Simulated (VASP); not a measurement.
InSb, 2 atoms in the cell. It takes space group R-3m (No. 166, trigonal). Conventional cell: a = 5.248 Å, b = 5.248 Å, c = 6.942 Å, α = 90.00°, β = 90.00°, γ = 120.00°. Within 4.3 Å of In (site symmetry -3m) lie 8 Sb at 3.24 to 3.47 Å and 6 In at 3.81 Å. Sb (site symmetry -3m) has 8 In at 3.24 to 3.47 Å and 6 Sb at 3.81 Å within 4.3 Å.  This cell differs from its parent crystal: ratio of the length along [111] to the lengths across it x 1.08, volume and fractional coordinates fixed.

| Item | Value |
| --- | --- |
| Program | VASP 6.6.1 |
| Task | single point |
| Functional | PBE |
| Dispersion | D3(BJ) |
| Potentials or basis | VASP PAW PBE potentials, release 64 (In_d, Sb) |
| Cutoff | 520 eV |
| k mesh | 14 × 14 × 14 |
| Occupations | gaussian, width 0.15 eV |
| Spin | no spin polarisation |
| Dipole correction | no |
| Further INCAR settings | ALGO = Normal; EDIFF = 1e-07; NBANDS = 16 |

Potentials or basis: VASP PAW PBE potentials, release 64 (In_d, Sb).

Run with:

```sh
$ cat potpaw_PBE.64/In_d/POTCAR potpaw_PBE.64/Sb/POTCAR > POTCAR
$ mpirun -np 1 vasp_std > vasp.out
```

Hardware: 1 thread of Intel(R) Xeon(R) Platinum 8488C (Sapphire Rapids) (shared host).

Task: How long does it take, and how much memory?

Result: Run time: 87 s on 1 thread of Intel(R) Xeon(R) Platinum 8488C (Sapphire Rapids), on a shared host, peak memory 0.38 GiB. Counts: scf iterations 14, k points 288.
